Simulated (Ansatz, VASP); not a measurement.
# CsBr in VASP and in Ansatz

```
Cs Br
1.0
     3.48294    0.00000    0.00000
     0.00000    3.48294    0.00000
     0.00000    0.00000    3.48294
Cs Br
1 1
Direct
  0.00000 0.00000 0.00000
  0.50000 0.50000 0.50000
```

Change from the starting cell: volume scaled by 0.5, LAPW.

Alike in both runs: task single point; functional PBE; k mesh 11 × 11 × 11; occupations fermi-dirac, width 0.1 eV; no spin polarisation.

|  | VASP | Ansatz |
| --- | --- | --- |
| version | VASP 6.6.1 | Ansatz 0.2.0 |
| potentials or method | VASP PAW PBE potentials, release 64 (Cs_sv, Br), cutoff 500 eV | all-electron LAPW, scalar-relativistic |

VASP gave:

* pressure (GPa): 49.6

Question: What did Ansatz give for the same quantities?

Answer: Pressure (GPa): 48.3.

Both programs put the cell under a high pressure, so it lies far from rest at this level. Ansatz ran all-electron here, and VASP with PAW potentials.

Spin-orbit coupling is off throughout.
